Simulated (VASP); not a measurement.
A run of VASP 6.6.1 is set up as follows.

Contents of INCAR:

```
PREC = Accurate ; ENCUT = 600
EDIFF = 1E-6 ; ISMEAR = 0
SIGMA = 0.1 ; LREAL = F
LASPH = T ; NELM = 100
ALGO = Normal ; ISIF = 3
LWAVE = F ; LCHARG = F
GGA = PE ; IBRION = 2
NSW = 100 ; EDIFFG = -0.01
```

The input KPOINTS:

```
regular mesh
0
Gamma
  18 18 16
```

POSCAR

```
HfN
1.0
    3.0636476293      0.0000000000      0.0000000000
    0.0000000000      3.0636476293      0.0000000000
    0.0000000000      0.0000000000      3.4445834791
Hf N
1 1
Direct
    0.5000000000      0.5000000000      0.0000000000
    0.0000000000      0.0000000000      0.0000000000
```

Potentials or basis: VASP PAW PBE potentials, release 64 (Hf_pv, N).

Launch:

```bash
$ cat potpaw_PBE.64/Hf_pv/POTCAR potpaw_PBE.64/N/POTCAR > POTCAR
$ mpirun -np 1 vasp_std > vasp.out
```

(1) Estimate the band gap on the k mesh.

(2) What does it give for the relaxed volume?

(3) Estimate the relaxed cell.

(4) Predict the space group after relaxing (to 0.1 Å).

Answers

(1) zero (an odd number of electrons rules out a gap without spin polarisation).

(2) 15.99 Å³/atom.

(3) a = 3.059 Å, b = 3.059 Å, c = 3.418 Å, α = 90.00°, β = 90.00°, γ = 90.00°.

(4) P4/mmm (No. 123).

Caveat: spin-orbit coupling is left out, which moves the levels of the heavy elements.
